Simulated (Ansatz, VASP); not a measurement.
One calculation of BAs, two programs

File INCAR:

```
SYSTEM = BAs
PREC     = Accurate       ! precision mode
ENCUT    = 500            ! plane-wave cutoff, eV
EDIFF    = 1E-7           ! SCF threshold, eV
ISMEAR   = 0              ! smearing method
SIGMA    = 0.2            ! smearing width, eV
LREAL    = .FALSE.        ! projectors in reciprocal space
LASPH    = .TRUE.         ! aspherical terms in the spheres
NELM     = 120            ! most SCF steps
ALGO     = Normal         ! electronic algorithm
ISIF     = 3              ! what is computed and relaxed
LWAVE    = .FALSE.        ! write WAVECAR
LCHARG   = .FALSE.        ! write CHGCAR
GGA      = PE             ! functional
IBRION   = 2              ! ionic algorithm
NSW      = 36             ! ionic steps
EDIFFG   = -0.08          ! ionic threshold
GGA_COMPAT= .FALSE.      
NELMIN   = 4
```

Contents of KPOINTS:

```
regular mesh
0
G
  6 6 6
  0 0 0
```

Contents of POSCAR:

```
BAs
1.0
    3.1738071300      0.0000000000      0.0000000000
    0.0000000000      3.1738071300      0.0000000000
    0.0000000000      0.0000000000      3.1738071300
B As
1 1
Direct
    0.5000000000      0.5000000000      0.5000000000
    0.0000000000      0.0000000000      0.0000000000
```

Input for Ansatz:

```yaml
crystal:
  lattice:
    - [3.17380713, 0.0, 0.0]
    - [0.0, 3.17380713, 0.0]
    - [0.0, 0.0, 3.17380713]
  atoms:
    - { symbol: B, position: [0.5, 0.5, 0.5] }
    - { symbol: As, position: [0.0, 0.0, 0.0] }
basis:
  ecutwfc: 420
kpoints:
  mp_grid: { grid: [6, 6, 6] }
hamiltonian:
  xc: pbe
scf:
  occupations: { method: gaussian, width: 0.2 }
  lower_state_search: "off"
output:
  forces: true
  stress: true
  eigenvalues: true
relax:
  adjacent_minimum: "off"
  f_tol: 0.08
  max_steps: 16
  cell: { stress_tol: 0.8 }
```

Change from the starting cell: species swapped into the HfRh type (Pm-3m, No. 221).

Alike in both runs: task relaxation of cell and atoms; functional PBE; k mesh 6 × 6 × 6; occupations gaussian, width 0.2 eV; no spin polarisation.

|  | VASP | Ansatz |
| --- | --- | --- |
| version | VASP 6.6.1 | Ansatz 0.2.0 |
| potentials or method | VASP PAW PBE potentials, release 64 (B, As), cutoff 500 eV | scalar-relativistic, plane waves, PAW |
| valence electrons in the cell | 8 | 18 |

VASP gave:

* gap on the k mesh at the Fermi level, each at its own relaxed structure (eV): none
* relaxed volume (Å³/atom): 12.79
* relaxed cell length with the largest relative difference (Å): 2.947

Task: What did Ansatz give for the same quantities?

Result: gap on the k mesh at the Fermi level, each at its own relaxed structure (eV): none; relaxed volume (Å³/atom): 12.84; relaxed cell length with the largest relative difference (Å): 2.951.

A gap of «none» marks a metal or a gap that the smearing closes. VASP's potentials hold 8 valence electrons a cell and Ansatz's 18, so a difference there can come from the potentials and not from the codes.

Noted on VASP's run: the volume moved by over 15 % at a fixed basis, so the end points are rough; too few bands were computed for a metal, which touches its energy and stress.
